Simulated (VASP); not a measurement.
# NbCrCl (P6_3/mmc) in VASP: single point with PBE

Aim: the single point of NbCrCl with PBE.

All numbers are computed with VASP 6.6.1; they aren't measurements. Logs are shortened: lines on timing, memory, paths and dates and some standing lists are left out, and cuts for length are marked.

**1. The cell of the first run**

Symmetry: P6_3/mmc, No. 194, hexagonal system. The conventional cell has a = 4.199 Å, b = 4.199 Å, c = 7.652 Å, α = 90.00°, β = 90.00°, γ = 120.00°. Within 3.2 Å of Nb (site symmetry -6m2) lie 3 Cr at 2.42 Å and 6 Cl at 3.09 Å. Within 3.2 Å of Cr (site symmetry -6m2) lie 3 Nb at 2.42 Å and 6 Cl at 3.09 Å. Cl (site symmetry -3m) has 6 Nb at 3.09 Å and 6 Cr at 3.09 Å and 8 Cl at 3.83 to 4.20 Å within 4.2 Å.

The cell was generated, and may not be a known phase.

**2. Single point, PBE, collinear spin, ferromagnetic start**

Contents of INCAR:

```
SYSTEM = NbCrCl
  PREC = Accurate
  ENCUT = 520
  EDIFF = 1E-6
  ISMEAR = 0
  SIGMA = 0.1
  LREAL = .FALSE.
  LASPH = .TRUE.
  NELM = 150
  ALGO = Normal
  ISIF = 2
  LWAVE = .FALSE.
  LCHARG = .FALSE.
  ISPIN = 2
  MAGMOM = 0 0 3 3 0 0
  LORBIT = 11
  LMAXMIX = 4
  GGA = PE
  NBANDS = 45
```

Contents of KPOINTS:

```
regular mesh
0
G
  6 6 2
  0 0 0
```

Contents of POSCAR:

```
NbCrCl
1.0
    4.1985917800      0.0000000000      0.0000000000
   -2.0992958900      3.6360871400      0.0000000000
    0.0000000000      0.0000000000      7.6515649100
Nb Cr Cl
2 2 2
Direct
    0.6666666700      0.3333333300      0.2500000000
    0.3333333300      0.6666666700      0.7500000000
    0.3333333300      0.6666666700      0.2500000000
    0.6666666700      0.3333333300      0.7500000000
    0.0000000000      0.0000000000      0.5000000000
    0.0000000000      0.0000000000      0.0000000000
```

Potentials or basis: VASP PAW PBE potentials, release 64 (Nb_sv, Cr_pv, Cl).

On the command line:

```sh
$ cat potpaw_PBE.64/Nb_sv/POTCAR potpaw_PBE.64/Cr_pv/POTCAR potpaw_PBE.64/Cl/POTCAR > POTCAR
$ mpirun -np 1 vasp_std > vasp.out
```

OUTCAR:

```text
SYSTEM = NbCrCl
   PREC = Accurate
   ENCUT = 520
   EDIFF = 1E-6
   ISMEAR = 0
   LREAL = .FALSE.
   LASPH = .TRUE.
   NELM = 150
   ISIF = 2
   ISPIN = 2
   LORBIT = 11
   GGA = PE

 ion  position               nearest neighbor table
   1  0.667  0.333  0.250-   3 2.42   3 2.42   3 2.42
   2  0.333  0.667  0.750-   4 2.42   4 2.42   4 2.42
   3  0.333  0.667  0.250-   1 2.42   1 2.42   1 2.42
   4  0.667  0.333  0.750-   2 2.42   2 2.42   2 2.42
   5  0.000  0.000  0.500-
   6  0.000  0.000  0.000-

  LATTYP: Found a hexagonal cell.
 ALAT       =     4.1985917800
 C/A-ratio  =     1.8224122065

  Lattice vectors:

 A1 = (   4.1985917800,   0.0000000000,   0.0000000000)
 A2 = (  -2.0992958900,   3.6360871400,   0.0000000000)
 A3 = (   0.0000000000,   0.0000000000,   7.6515649100)

Analysis of symmetry for initial positions (statically):
=====================================================================
 Subroutine PRICEL returns:
 Original cell was already a primitive cell.

 Routine SETGRP: Setting up the symmetry group for a
 hexagonal supercell.

 Subroutine GETGRP returns: Found 24 space group operations
 (whereof 12 operations were pure point group operations)
 out of a pool of 24 trial point group operations.

The static configuration has the point symmetry D_3d.
 The point group associated with its full space group is D_6h.

Analysis of symmetry for dynamics (positions and initial velocities):
=====================================================================
 Subroutine PRICEL returns:
 Original cell was already a primitive cell.

 Routine SETGRP: Setting up the symmetry group for a
 hexagonal supercell.

 Subroutine GETGRP returns: Found 24 space group operations
 (whereof 12 operations were pure point group operations)
 out of a pool of 24 trial point group operations.

The dynamic configuration has the point symmetry D_3d.
 The point group associated with its full space group is D_6h.

Analysis of structural, dynamic, and magnetic symmetry:
=====================================================================
 Subroutine PRICEL returns:
 Original cell was already a primitive cell.

 Routine SETGRP: Setting up the symmetry group for a
 hexagonal supercell.
[... 130 lines left out ...]
   AEXX    =    0.0000 exact exchange contribution
   IVDW    =     0    specifies the selected vdW correction
   LEPSILON=     F    determine dielectric tensor
   LRPA    =     F    only Hartree local field effects (RPA)
 spin polarized calculation
 Gauss-broadening in eV      SIGMA  =   0.10
  energy-cutoff  :      520.00
  volume of cell :      116.81
 maximum number of plane-waves:      3179
 NGX is ok and might be reduce to    32
   NGX = 15   NGY = 15   NGZ = 29

 number of electron      64.0000001 magnetization       2.3138696

 Free energy of the ion-electron system (eV)
  ---------------------------------------------------
  ext. energy  EPLUGINS =         0.00000000
  ---------------------------------------------------
  free energy    TOTEN  =       -35.86154431 eV

  energy without entropy =      -35.82895648  energy(sigma->0) =      -35.84525040

 E-fermi :   7.4853     XC(G=0): -10.7717

 val. band max:        7.4671841532   @ k =   0.3333   0.0000   0.0000
 cond. band min:       7.5306257972   @ k =   0.0000   0.0000   0.0000
 fundamental gap:      0.0634416440
 Fermi energy:         7.4852967508

 spin component 1

 k-point     1 :       0.0000    0.0000    0.0000
  band No.  band energies     occupation
      1     -46.7063      1.00000
      2     -46.7058      1.00000
      3     -35.7999      1.00000
      4     -35.7986      1.00000
      5     -35.5188      1.00000
      6     -35.5188      1.00000
[... 647 lines left out ...]
     43      11.3538      0.00000
     44      11.3538      0.00000
 Fermi energy:         7.4852967508

 spin component 2

 k-point     1 :       0.0000    0.0000    0.0000
  band No.  band energies     occupation
      1     -47.2873      1.00000
      2     -47.2868      1.00000
      3     -33.5801      1.00000
      4     -33.5801      1.00000
      5     -33.5798      1.00000
      6     -33.5798      1.00000
[... 647 lines left out ...]
     43      11.2653      0.00000
     44      11.2653      0.00000
 [bands above 44 left out]

------------------------ aborting loop because EDIFF is reached ----------------------------------------

  FORCE on cell =-STRESS in cart. coord.  units (eV):
  Direction    XX          YY          ZZ          XY          YZ          ZX
  --------------------------------------------------------------------------------------
  -------------------------------------------------------------------------------------
  Total       -0.3655702     -0.3655702     -4.7504179      0.0000000      0.0000000      0.0000000
  in kB       -5.0141018     -5.0141018    -65.1559679      0.0000000      0.0000000      0.0000000
  external PRESSURE =     -25.0613905 kB  Pullay stress =       0.0000000 kB

 VOLUME and BASIS-vectors are now :
 -----------------------------------------------------------------------------
  energy-cutoff  :      520.00
  volume of cell :      116.81
      direct lattice vectors                 reciprocal lattice vectors
     4.198591780  0.000000000  0.000000000     0.238175096  0.137510456  0.000000000
    -2.099295890  3.636087140  0.000000000     0.000000000  0.275020912  0.000000000
     0.000000000  0.000000000  7.651564910     0.000000000  0.000000000  0.130692219

 POSITION                                       TOTAL-FORCE (eV/Angst)
 -----------------------------------------------------------------------------------
      2.09930      1.21203      1.91289         0.000000     -0.000000      0.000000
     -0.00000      2.42406      5.73867        -0.000000      0.000000      0.000000
     -0.00000      2.42406      1.91289        -0.000000      0.000000      0.000000
      2.09930      1.21203      5.73867         0.000000      0.000000      0.000000
      0.00000      0.00000      3.82578        -0.000000      0.000000      0.000000
      0.00000      0.00000      0.00000        -0.000000      0.000000      0.000000
 -----------------------------------------------------------------------------------
    total drift:                               -0.000015      0.000009     -0.000000

  FREE ENERGIE OF THE ION-ELECTRON SYSTEM (eV)
  ---------------------------------------------------
  free  energy   TOTEN  =       -35.8615443113 eV

  energy  without entropy=      -35.8289564842  energy(sigma->0) =      -35.84525040

 total charge

# of ion       s       p       d       tot
------------------------------------------
    1        2.164   5.915   2.801  10.880
    2        2.164   5.915   2.801  10.880
    3        0.391   6.126   4.436  10.953
    4        0.391   6.126   4.436  10.953
    5        1.643   3.336   0.000   4.979
    6        1.643   3.336   0.000   4.979
--------------------------------------------------
tot          8.397  30.754  14.473  53.623

 magnetization (x)

# of ion       s       p       d       tot
------------------------------------------
    1       -0.015   0.008  -0.891  -0.898
    2       -0.015   0.008  -0.891  -0.898
    3        0.034  -0.029   2.097   2.102
    4        0.034  -0.029   2.097   2.102
    5       -0.005   0.042   0.000   0.036
    6       -0.005   0.042   0.000   0.036
--------------------------------------------------
tot          0.027   0.041   2.413   2.481
```

OSZICAR:

```text
N       E                     dE             d eps       ncg     rms          rms(c)
DAV:   1     0.782398766229E+03    0.78240E+03   -0.34123E+04  2536   0.146E+03
DAV:   2     0.375948058791E+02   -0.74480E+03   -0.71824E+03  2609   0.514E+02
DAV:   3    -0.305665595723E+02   -0.68161E+02   -0.63761E+02  4118   0.134E+02
[... 10 lines left out ...]
DAV:  14    -0.358612102253E+02   -0.17328E-02   -0.54493E-03  3491   0.318E-01    0.176E-01
DAV:  15    -0.358614803687E+02   -0.27014E-03   -0.21178E-03  3801   0.191E-01    0.657E-02
DAV:  16    -0.358615335861E+02   -0.53217E-04   -0.26652E-04  3114   0.857E-02    0.339E-02
DAV:  17    -0.358615421872E+02   -0.86012E-05   -0.64482E-05  3676   0.373E-02    0.186E-02
DAV:  18    -0.358615438596E+02   -0.16724E-05   -0.40515E-06  2708   0.121E-02    0.105E-02
DAV:  19    -0.358615443113E+02   -0.45174E-06   -0.10265E-06  1902   0.637E-03
   1 F= -.35861544E+02 E0= -.35845250E+02  d E =-.325878E-01  mag=     2.3141
```

Run time: 8.2 min. Hardware: 1 thread of AMD EPYC, shared host; peak memory 0.31 GiB.

Results:

```
Free energy                                           : -35.8615 eV
Pressure                                              : -2.5 GPa
Net moment                                            : 2.31 μB per cell
Site moments                                          : Nb -0.90; Cr +2.10; Cl +0.04 μB
Valence electrons inside the program's atomic spheres : Nb 10.88; Cr 10.95; Cl 4.98
```

Levels at points of the mesh, in eV from the Fermi level:
Spin up:
| k point | band 29 | band 30 | band 31 | band 32 | band 33 | band 34 | band 35 | band 36 | band 37 | band 38 |
| --- | --- | --- | --- | --- | --- | --- | --- | --- | --- | --- |
| (0.00, 0.00, 0.00) | -0.92 | -0.61 | -0.61 | -0.17 | -0.17 | 0.05 | 0.05 | 0.64 | 0.86 | 1.06 |
| (0.50, 0.00, 0.00) | -1.15 | -1.08 | -0.85 | -0.52 | -0.15 | 0.71 | 0.94 | 1.05 | 1.76 | 1.95 |
| (0.00, 0.00, 0.50) | -1.15 | -1.15 | -0.33 | -0.33 | -0.33 | -0.33 | 0.43 | 0.43 | 0.43 | 0.43 |
| (0.50, 0.00, 0.50) | -0.91 | -0.91 | -0.84 | -0.84 | -0.22 | -0.22 | 1.42 | 1.42 | 1.67 | 1.67 |
Spin down:
| k point | band 29 | band 30 | band 31 | band 32 | band 33 | band 34 |
| --- | --- | --- | --- | --- | --- | --- |
| (0.00, 0.00, 0.00) | -0.58 | -0.02 | -0.02 | 0.47 | 0.47 | 0.98 |
| (0.50, 0.00, 0.00) | -0.69 | -0.53 | -0.13 | 0.36 | 1.03 | 1.37 |
| (0.00, 0.00, 0.50) | -0.60 | -0.60 | -0.08 | -0.08 | -0.08 | -0.08 |
| (0.50, 0.00, 0.50) | -0.21 | -0.21 | -0.06 | -0.06 | 1.02 | 1.02 |

Caveat: the k points lie up to 0.41 Å⁻¹ apart; the run started ferromagnetic, and an antiferromagnetic order may lie lower in energy. With open d or f shells a metallic result of PBE can be an artefact of self-interaction; +U or a hybrid may open a gap.
